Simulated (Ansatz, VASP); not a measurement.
# One calculation of TaS2, two programs

The input INCAR:

```
SYSTEM = TaS2
PREC = Accurate
ENCUT = 500
EDIFF = 1E-6
ISMEAR = -1
SIGMA = 0.03
LREAL = .False.
LASPH = .True.
NELM = 120
ALGO = Normal
ISIF = 2
LWAVE = .False.
LCHARG = .False.
GGA = PE
NBANDS = 18
GGA_COMPAT = .False.
```

KPOINTS

```
regular mesh
0
Gamma
  9 9 5
  0 0 0
```

POSCAR

```
TaS2
1.0
    3.3500021206      0.0000000000      0.0000000000
   -1.6750010603      2.9011869392      0.0000000000
    0.0000000000      0.0000000000      5.8014000000
Ta S
1 2
Direct
    0.0000000000      0.0000000000      0.0000000000
    0.3333333333      0.6666666667      0.2500000000
    0.6666666667      0.3333333333      0.7500000000
```

Input for Ansatz:

```yaml
crystal:
  lattice:
    - [3.3500021206, 0.0, 0.0]
    - [-1.6750010603, 2.9011869392, 0.0]
    - [0.0, 0.0, 5.8014]
  atoms:
    - { symbol: Ta, position: [0.0, 0.0, 0.0] }
    - { symbol: S, position: [0.3333333333, 0.6666666667, 0.25] }
    - { symbol: S, position: [0.6666666667, 0.3333333333, 0.75] }
kpoints:
  mp_grid: { grid: [9, 9, 5] }
  band_path:
    path:
      - [0.0, 0.0, 0.0]
      - [0.5, 0.0, 0.0]
      - [0.3333333333, 0.3333333333, 0.0]
      - [0.0, 0.0, 0.0]
      - [0.0, 0.0, 0.5]
      - [0.5, 0.0, 0.5]
      - [0.3333333333, 0.3333333333, 0.5]
      - [0.0, 0.0, 0.5]
      - [0.5, 0.0, 0.5]
    npoints: 5
scf:
  occupations: { method: fermi_dirac, width: 0.03 }
hamiltonian:
  xc: pbe
  pseudopotentials: { kind: all_electron, lapw: { basis_error: 0.001 } }
output:
  forces: true
  stress: true
  eigenvalues: true
```

Change from the starting cell: zz strain of -1 %.

Alike in both runs: task single point; functional PBE; k mesh 9 × 9 × 5; occupations fermi-dirac, width 0.03 eV; no spin polarisation.

```csv
,VASP,Ansatz
version,VASP 6.6.1,Ansatz 0.2.0
potentials or method,"VASP PAW PBE potentials, release 64 (Ta_pv, S), cutoff 500 eV","all-electron LAPW, scalar-relativistic"
```

|  | VASP | Ansatz | Ansatz less VASP |
| --- | --- | --- | --- |
| pressure (GPa) | 10.8 | 10.7 | -0.02 |
| traceless stress, the component that is largest in VASP (GPa) | 3.91 | 3.83 | -0.072 |
| rms of the force components (eV/Å) | 0.701 | 0.693 | -0.0083 |

Atom by atom the forces differ by 0.008 eV/Å (rms over components). Ansatz ran all-electron here, and VASP with PAW potentials.

Neither program's run includes spin-orbit coupling.
